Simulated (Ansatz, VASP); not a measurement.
**AlRu in VASP and in Ansatz**

```
Al Ru
1.0
     2.97633    0.00000    0.00000
     0.00000    2.97633    0.00000
     0.00000    0.00000    5.95265
Al Ru
2 2
Direct
  0.00000 0.00000 0.98774
  0.00000 0.00000 0.51226
  0.49483 0.50000 0.25000
  0.50517 0.50000 0.75000
```

Change from the starting cell: mode 4 frozen in at -0.015 Å and mode 12 at -0.073 Å (largest displacements).

Alike in both runs: task single point; functional PBEsol; k mesh 16 × 16 × 8; occupations gaussian, width 0.15 eV; no spin polarisation.

|  | VASP | Ansatz |
| --- | --- | --- |
| version | VASP 6.6.1 | Ansatz 0.2.0 |
| potentials or method | VASP PAW PBE potentials, release 64 (Al, Ru_pv), cutoff 520 eV | scalar-relativistic, plane waves, PAW |
| valence electrons in the cell | 34 | 38 |

|  | VASP | Ansatz | Ansatz less VASP |
| --- | --- | --- | --- |
| gap on the k mesh at the Fermi level (eV) | none | none | - |
| pressure (GPa) | 0.7 | 0.6 | -0.16 |
| traceless stress, the component that is largest in VASP (GPa) | 0.22 | 0.22 | +0.003 |
| rms of the force components (eV/Å) | 0.353 | 0.351 | -0.0024 |

VASP's potentials were made for PBE, not for PBEsol, and Ansatz warns of the same on its side. Atom by atom the forces differ by 0.002 eV/Å (rms over components). A gap of «none» marks a metal or a gap that the smearing closes. With one functional, cell and mesh, what is left measures potentials, basis and numerics. VASP's potentials hold 34 valence electrons a cell and Ansatz's 38, so a difference there can come from the potentials and not from the codes.
